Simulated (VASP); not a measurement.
Wanted: the native input for a VASP 6.6.1 run.

- Task: single point
- Functional: PBEsol
- Potentials or basis: VASP PAW PBE potentials, release 64 (Ru_pv)
- Cutoff: 520 eV
- k mesh: 24 × 24 × 14
- Occupations: gaussian, width 0.15 eV
- Spin: no spin polarisation
- Dipole correction: no
- Further INCAR settings: ALGO = Fast; EDIFF = 1e-07; NBANDS = 21

The structure of Ru lies in POSCAR:

```
Ru
1.0
    2.5550477996      0.0000000000      0.0000000000
   -1.2775238998      2.2127363023      0.0000000000
    0.0000000000      0.0000000000      4.3582189746
Ru
2
Direct
    0.3333333333      0.6666666667      0.2500000000
    0.6666666667      0.3333333333      0.7500000000
```

This cell differs from its parent crystal: strain -0.050 along x and y, +0.025 along z.

The input as run:

INCAR

```
SYSTEM = Ru
PREC = Accurate ; ENCUT = 520
EDIFF = 1E-7 ; ISMEAR = 0
SIGMA = 0.15 ; LREAL = .FALSE.
LASPH = .TRUE. ; NELM = 100
ALGO = Fast ; ISIF = 2
LWAVE = .FALSE. ; LCHARG = .FALSE.
GGA = PS ; NBANDS = 21
```

KPOINTS

```
regular mesh
0
G
  24 24 14
  0 0 0
```

Potentials or basis: VASP PAW PBE potentials, release 64 (Ru_pv).

Run with:

```console
$ cat potpaw_PBE.64/Ru_pv/POTCAR > POTCAR
$ mpirun -np 1 vasp_std > vasp.out
```

It gave:

The pressure is 34.4 GPa and the band gap on the k mesh is zero (band 14 reaches 16.61 eV, above the bottom of band 15 at 13.02 eV).

Caveat: the cell differs from its parent crystal (strain -0.050 along x and y, +0.025 along z); the PAW data sets were made with another functional, which shifts forces and pressure a little.

Run time: 100 s on 1 thread of Intel(R) Xeon(R) 6975P-C (Granite Rapids), with other jobs on the host, peak memory 0.3 GiB.
